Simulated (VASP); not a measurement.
# ZrNb2N4 (Pmm2) in VASP: relaxation of cell and atoms with PBE

Aim: the relaxation of cell and atoms of ZrNb2N4 with PBE.

Program: VASP 6.6.1. These are calculated values, not measurements. Logs are shortened: lines on timing, memory, paths and dates and some standing lists are left out, and cuts for length are marked.

## 1. The cell of the first run

Symmetry: Pmm2, No. 25, orthorhombic system. Conventional cell: a = 3.662 Å, b = 4.289 Å, c = 6.358 Å, α = 90.00°, β = 90.00°, γ = 90.00°. Within 2.7 Å of Zr (site symmetry mm2) lie 5 N at 2.06 to 2.26 Å. Within 2.7 Å of Nb (site symmetry mm2) lie 5 N at 2.02 to 2.15 Å. Within 2.6 Å of Nb (site symmetry mm2) lie 5 N at 1.93 to 2.15 Å. Within 2.7 Å of N (site symmetry mm2) lie 2 Nb at 2.03 Å and 2 Zr at 2.20 Å. N (site symmetry mm2) has 3 Nb at 1.93 to 2.15 Å within 2.6 Å. N (site symmetry mm2) has 3 Nb at 2.11 to 2.15 Å and 2 Zr at 2.26 Å within 2.8 Å. Within 2.7 Å of N (site symmetry mm2) lie 2 Nb at 2.02 Å and 1 Zr at 2.06 Å.

The cell was generated, and may not be a known phase.

## 2. Relaxation of cell and atoms, PBE

INCAR

```
ALGO     = Normal         # electronic algorithm
EDIFF    = 1E-6           # SCF threshold, eV
EDIFFG   = -0.01          # ionic threshold
ENCUT    = 600            # plane-wave cutoff, eV
GGA      = PE             # functional
IBRION   = 2              # ionic algorithm
ISIF     = 3              # what is computed and relaxed
ISMEAR   = 0              # smearing method
LASPH    = T              # aspherical terms in the spheres
LCHARG   = F              # write CHGCAR
LREAL    = F              # projectors in reciprocal space
LWAVE    = F              # write WAVECAR
NELM     = 80             # most SCF steps
NSW      = 100            # ionic steps
PREC     = Accurate       # precision mode
SIGMA    = 0.1            # smearing width, eV
```

KPOINTS

```
k-points
0
Gamma
  8 8 6
```

POSCAR

```
ZrNb2N4
1.0
    3.6621104572      0.0000000000      0.0000000000
    0.0000000000      4.2891560555      0.0000000000
    0.0000000000      0.0000000000      6.3579957756
Zr Nb N
1 2 4
Direct
    0.0000000000      0.0000000000      0.6328454194
    0.5000000000      0.0000000000      0.1737153772
    0.5000000000      0.5000000000      0.8481856500
    0.0000000000      0.5000000000      0.7106243821
    0.5000000000      0.5000000000      0.1520147918
    0.5000000000      0.0000000000      0.8410879332
    0.0000000000      0.0000000000      0.3081774263
```

Potentials or basis: VASP PAW PBE potentials, release 64 (Zr_sv, Nb_sv, N).

On the command line:

```
$ cat potpaw_PBE.64/Zr_sv/POTCAR potpaw_PBE.64/Nb_sv/POTCAR potpaw_PBE.64/N/POTCAR > POTCAR
$ mpirun -np 1 vasp_std > vasp.out
```

OUTCAR:

```text
EDIFF = 1E-6
   EDIFFG = -0.01
   ENCUT = 600
   GGA = PE
   IBRION = 2
   ISIF = 3
   ISMEAR = 0
   LASPH = T
   LREAL = F
   NELM = 80
   NSW = 100
   PREC = Accurate

 ion  position               nearest neighbor table
   1  0.000  0.000  0.633-   7 2.06   4 2.20   4 2.20   6 2.26   6 2.26   3 3.13   3 3.13   3 3.13
                             3 3.13   2 3.45   2 3.45
   2  0.500  0.000  0.174-   7 2.02   7 2.02   6 2.11   5 2.15   5 2.15   3 2.98   3 2.98   1 3.45
                             1 3.45
   3  0.500  0.500  0.848-   5 1.93   4 2.03   4 2.03   6 2.15   6 2.15   2 2.98   2 2.98   1 3.13
                             1 3.13   1 3.13   1 3.13
   4  0.000  0.500  0.711-   3 2.03   3 2.03   1 2.20   1 2.20
   5  0.500  0.500  0.152-   3 1.93   2 2.15   2 2.15
   6  0.500  0.000  0.841-   2 2.11   3 2.15   3 2.15   1 2.26   1 2.26
   7  0.000  0.000  0.308-   2 2.02   2 2.02   1 2.06

  LATTYP: Found a simple orthorhombic cell.
 ALAT       =     3.6621104572
 B/A-ratio  =     1.1712252008
 C/A-ratio  =     1.7361562001

  Lattice vectors:

 A1 = (   3.6621104572,   0.0000000000,   0.0000000000)
 A2 = (   0.0000000000,   4.2891560555,   0.0000000000)
 A3 = (   0.0000000000,   0.0000000000,   6.3579957756)

Analysis of symmetry for initial positions (statically):
=====================================================================
 Subroutine PRICEL returns:
 Original cell was already a primitive cell.

 Routine SETGRP: Setting up the symmetry group for a
 simple orthorhombic supercell.

 Subroutine GETGRP returns: Found  4 space group operations
 (whereof  4 operations were pure point group operations)
 out of a pool of  8 trial point group operations.

The static configuration has the point symmetry C_2v.

Analysis of symmetry for dynamics (positions and initial velocities):
=====================================================================
 Subroutine PRICEL returns:
 Original cell was already a primitive cell.

 Routine SETGRP: Setting up the symmetry group for a
 simple orthorhombic supercell.

 Subroutine GETGRP returns: Found  4 space group operations
 (whereof  4 operations were pure point group operations)
 out of a pool of  8 trial point group operations.

The dynamic configuration has the point symmetry C_2v.

 Subroutine INISYM returns: Found  4 space group operations
 (whereof  4 operations are pure point group operations),
 and found     1 'primitive' translations

----------------------------------------------------------------------------------------

                                     Primitive cell

  volume of cell :      99.8673

  direct lattice vectors                    reciprocal lattice vectors
     3.662110457  0.000000000  0.000000000     0.273066586  0.000000000  0.000000000
     0.000000000  4.289156056  0.000000000     0.000000000  0.233146098  0.000000000
     0.000000000  0.000000000  6.357995776     0.000000000  0.000000000  0.157282269

  length of vectors
     3.662110457  4.289156056  6.357995776     0.273066586  0.233146098  0.157282269

  position of ions in fractional coordinates (direct lattice)
     0.000000000  0.000000000  0.632845419
     0.500000000  0.000000000  0.173715377
     0.500000000  0.500000000  0.848185650
     0.000000000  0.500000000  0.710624382
     0.500000000  0.500000000  0.152014792
     0.500000000  0.000000000  0.841087933
     0.000000000  0.000000000  0.308177426

  ion indices of the primitive-cell ions
   primitive index   ion index
                 1           1
                 2           2
                 3           3
                 4           4
                 5           5
                 6           6
                 7           7

----------------------------------------------------------------------------------------

 KPOINTS: k-points

Automatic generation of k-mesh.
 Grid dimensions read from file:
 generate k-points for:    8    8    6

 Generating k-lattice:

  Cartesian coordinates                     Fractional coordinates (reciprocal lattice)
     0.034133323  0.000000000  0.000000000     0.125000000  0.000000000  0.000000000
     0.000000000  0.029143262  0.000000000     0.000000000  0.125000000  0.000000000
     0.000000000  0.000000000  0.026213711     0.000000000  0.000000000  0.166666667

  Length of vectors
     0.034133323  0.029143262  0.026213711

  Shift w.r.t. Gamma in fractional coordinates (k-lattice)
     0.000000000  0.000000000  0.000000000

 Subroutine IBZKPT returns following result:
 ===========================================

 Found    100 irreducible k-points:

 Following reciprocal coordinates:
            Coordinates               Weight
  0.000000  0.000000  0.000000      1.000000
  0.125000  0.000000  0.000000      2.000000
  0.250000  0.000000  0.000000      2.000000
  0.375000  0.000000  0.000000      2.000000
  0.500000  0.000000  0.000000      1.000000
  0.000000  0.125000  0.000000      2.000000
[... 16 lines left out ...]
  0.250000  0.500000  0.000000      2.000000
  0.375000  0.500000  0.000000      2.000000
 [... further k-points ...]
   k-points           NKPTS =    100   k-points in BZ     NKDIM =    100   number of bands    NBANDS=     34
   number of dos      NEDOS =    301   number of ions     NIONS =      7
   total plane-waves  NPLWV =  58320
   dimension x,y,z NGX =    30 NGY =   36 NGZ =   54
   dimension x,y,z NGXF=    60 NGYF=   72 NGZF=  108
   ions per type =               1   2   4
   NGX,Y,Z   is equivalent  to a cutoff of  13.62, 13.95, 14.12 a.u.
   NGXF,Y,Z  is equivalent  to a cutoff of  27.24, 27.91, 28.24 a.u.
 SYSTEM =  unknown system
   PREC   = accura    normal or accurate (medium, high low for compatibility)
   ISTART =      0    job   : 0-new  1-cont  2-samecut
   ICHARG =      2    charge: 1-file 2-atom 10-const
   ISPIN  =      1    spin polarized calculation?
   LNONCOLLINEAR =      F non collinear calculations
   LSORBIT =      F    spin-orbit coupling
   LASPH  =      T    aspherical Exc in radial PAW
   ENCUT  =  600.0 eV  44.10 Ry    6.64 a.u.   7.31  8.57 12.70*2*pi/ulx,y,z
   NELM   =     80;   NELMIN=  2; NELMDL= -5     # of ELM steps
   EDIFF  = 0.1E-05   stopping-criterion for ELM
   LREAL  =      F    real-space projection
   EDIFFG = -.1E-01   stopping-criterion for IOM
   NSW    =    100    number of steps for IOM
   IBRION =      2    ionic relax: 0-MD 1-quasi-New 2-CG
   NFREE  =      1    steps in history (QN), initial steepest desc. (CG)
   ISIF   =      3    stress and relaxation
   ISYM   =      2    0-nonsym 1-usesym 2-fastsym
   POTIM  = 0.5000    time-step for ionic-motion
   TEBEG  =    0.0;   TEEND  =   0.0 temperature during run
   PSTRESS=    0.0 pullay stress
   NELECT =      58.0000    total number of electrons
   NUPDOWN=      -1.0000    fix difference up-down
   EMIN   =  10.00;   EMAX   =-10.00  energy-range for DOS
   EFERMI =   0.00;   METHOD = LEGACY
   ISMEAR =     0;   SIGMA  =   0.10  broadening in eV -4-tet -1-fermi 0-gaus
   EFERMI_NEDOS =   21; number of points for ismear=-14 and -15
   IALGO  =     38    algorithm
   IMIX   =      4    mixing-type and parameters
     AMIX     =   0.40;   BMIX     =  1.00
     AMIX_MAG =   1.60;   BMIX_MAG =  1.00
  volume/ion in A,a.u.               =      14.27        96.28
  Fermi-wavevector in a.u.,A,eV,Ry     =   1.365871  2.581122 25.383074  1.865603
  Thomas-Fermi vector in A             =   2.492061
   LORBIT       =      0    0 simple, 1 ext, 2 COOP (PROOUT), +10 PAW based schemes
   GGA     = PE    functional components
   LHFCALC =     F    Hartree Fock is set to
   AEXX    =    0.0000 exact exchange contribution
   IVDW    =     0    specifies the selected vdW correction
   LEPSILON=     F    determine dielectric tensor
   LRPA    =     F    only Hartree local field effects (RPA)
 conjugate gradient relaxation of ions
 non-spin polarized calculation
 Gauss-broadening in eV      SIGMA  =   0.10
  energy-cutoff  :      600.00
  volume of cell :       99.87
 maximum number of plane-waves:      3359
 NGX is ok and might be reduce to    30
   NGX = 15   NGY = 17   NGZ = 25

--------------------------------------- Ionic step        1  -------------------------------------------

 number of electron      57.9999995 magnetization

 Free energy of the ion-electron system (eV)
  ---------------------------------------------------
  ext. energy  EPLUGINS =         0.00000000
  ---------------------------------------------------
  free energy    TOTEN  =       -69.59562924 eV

  energy without entropy =      -69.58430820  energy(sigma->0) =      -69.58996872

------------------------ aborting loop because EDIFF is reached ----------------------------------------

  FORCE on cell =-STRESS in cart. coord.  units (eV):
  Direction    XX          YY          ZZ          XY          YZ          ZX
  --------------------------------------------------------------------------------------
  -------------------------------------------------------------------------------------
  Total       -0.1489817     -0.4347530     -0.2107571      0.0000000      0.0000000      0.0000000
  in kB       -2.3901218     -6.9747662     -3.3811881      0.0000000      0.0000000      0.0000000
  external PRESSURE =      -4.2486920 kB  Pullay stress =       0.0000000 kB
[... 104 lines left out ...]
  FREE ENERGIE OF THE ION-ELECTRON SYSTEM (eV)
  ---------------------------------------------------
  free  energy   TOTEN  =       -69.5964997190 eV

  energy  without entropy=      -69.5852961767  energy(sigma->0) =      -69.59089795

[... ionic steps 4 to 8 ...]

--------------------------------------- Ionic step        9  -------------------------------------------

 number of electron      57.9999995 magnetization

------------------------ aborting loop because EDIFF is reached ----------------------------------------
[... 77 lines left out ...]
--------------------------------------- Ionic step       11  -------------------------------------------

 number of electron      57.9999995 magnetization

 Free energy of the ion-electron system (eV)
  ---------------------------------------------------
  ext. energy  EPLUGINS =         0.00000000
  ---------------------------------------------------
  free energy    TOTEN  =       -69.59675211 eV

  energy without entropy =      -69.58556391  energy(sigma->0) =      -69.59115801

 E-fermi :   7.8007     XC(G=0): -10.8913

 val. band max:        7.7928941434   @ k =   0.5000   0.1250   0.3333
 cond. band min:       7.8160606750   @ k =   0.1250   0.2500   0.3333
 fundamental gap:      0.0231665316
 Fermi energy:         7.8006570982

 k-point     1 :       0.0000    0.0000    0.0000
  band No.  band energies     occupation
      1     -48.2035      2.00000
      2     -47.9661      2.00000
      3     -41.4998      2.00000
      4     -24.4808      2.00000
      5     -24.3937      2.00000
      6     -24.2660      2.00000
[... 877 lines left out ...]
     33      10.1033      0.00000
     34      10.4868      0.00000

 [... further k-points ...]

------------------------ aborting loop because EDIFF is reached ----------------------------------------

  FORCE on cell =-STRESS in cart. coord.  units (eV):
  Direction    XX          YY          ZZ          XY          YZ          ZX
  --------------------------------------------------------------------------------------
  -------------------------------------------------------------------------------------
  Total        0.0026357      0.0120505     -0.0019007      0.0000000      0.0000000      0.0000000
  in kB        0.0423655      0.1936950     -0.0305507      0.0000000      0.0000000      0.0000000
  external PRESSURE =       0.0685032 kB  Pullay stress =       0.0000000 kB
[... 22 lines left out ...]
  FREE ENERGIE OF THE ION-ELECTRON SYSTEM (eV)
  ---------------------------------------------------
  free  energy   TOTEN  =       -69.5967521065 eV

  energy  without entropy=      -69.5855639079  energy(sigma->0) =      -69.59115801

 reached required accuracy - stopping structural energy minimisation
```

Wall time 19 min (1 thread of AMD EPYC 9R45 (Zen 5), shared host); peak memory 0.49 GiB.

Results:

```
Free energy                           : -69.5968 eV
Relaxed volume                        : 14.24 Å³/atom
Relaxed cell                          : a = 3.659 Å, b = 4.285 Å, c = 6.358 Å, α = 90.00°, β = 90.00°, γ = 90.00°
Space group after relaxing (to 0.1 Å) : Pmm2 (No. 25)
Energy gained by relaxing             : 0.2 meV/atom
Ionic steps                           : 11
Pressure after relaxing               : 0.0 GPa
Largest force after relaxing          : 0.010 eV/Å
Band gap on the k mesh                : zero (bands 29 and 30 overlap by 2.09 eV)
```

Forces in eV/Å, atoms in the order of the input:
```
Zr   0.000  0.000 -0.010
Nb   0.000  0.000 -0.002
Nb   0.000  0.000 -0.001
N    0.000  0.000 -0.004
N    0.000  0.000  0.005
N    0.000  0.000  0.004
N    0.000  0.000  0.007
```

The path:
| step | energy change (eV) | largest force (eV/Å) | pressure (GPa) | volume (Å³) |
| --- | --- | --- | --- | --- |
| 1 | 0.0000 | 0.1326 | -0.42 | 99.87 |
| 2 | 0.0000 | 0.0721 | 0.73 | 99.32 |
| 3 | -0.0009 | 0.0482 | 0.16 | 99.59 |
| 4 | -0.0010 | 0.0596 | -0.06 | 99.70 |
| 5 | -0.0010 | 0.0370 | -0.03 | 99.66 |
| 6 | -0.0011 | 0.0158 | 0.02 | 99.66 |
| 7 | -0.0011 | 0.0167 | 0.02 | 99.66 |
| 8 | -0.0011 | 0.0112 | -0.01 | 99.68 |
| 9 | -0.0011 | 0.0109 | -0.03 | 99.69 |
| 10 | -0.0011 | 0.0139 | 0.02 | 99.67 |
| 11 | -0.0011 | 0.0095 | 0.01 | 99.68 |

Final structure:
```yaml
crystal:
  lattice:
    - [3.65859, 0.00000, 0.00000]
    - [0.00000, 4.28520, 0.00000]
    - [0.00000, 0.00000, 6.35788]
  atoms:
    - { symbol: Zr, position: [0.00000, 0.00000, 0.63348] }
    - { symbol: Nb, position: [0.50000, 0.00000, 0.17306] }
    - { symbol: Nb, position: [0.50000, 0.50000, 0.84751] }
    - { symbol: N, position: [0.00000, 0.50000, 0.71031] }
    - { symbol: N, position: [0.50000, 0.50000, 0.15154] }
    - { symbol: N, position: [0.50000, 0.00000, 0.84173] }
    - { symbol: N, position: [0.00000, 0.00000, 0.30903] }
```

The gap in the log of VASP goes by the Fermi energy; the results here count the filled bands.